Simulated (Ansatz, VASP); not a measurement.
## Ca: VASP beside Ansatz

```
Ca
1.0
     0.00000    2.76265    2.76265
     2.76265    0.00000    2.76265
     2.76265    2.76265    0.00000
Ca
1
Cartesian
  0.0000 0.0000 0.0000
```

Alike in both runs: task single point; functional HSE06; k mesh 7 × 7 × 7; occupations fermi-dirac, width 0.05 eV; no spin polarisation.

|  | VASP | Ansatz |
| --- | --- | --- |
| version | VASP 6.6.1 | Ansatz 0.2.0 |
| potentials or method | VASP PAW PBE potentials, release 64 (Ca_sv), cutoff 520 eV | plane-wave PAW DFT |
| valence electrons in the cell | 10 | 10 |

```tsv
	VASP	Ansatz	Ansatz less VASP
pressure (GPa)	0.7	0.7	-0.01
```

Ansatz's warnings: filled band counts differ across k points, stress exchange threshold loose, stress scf threshold loose.
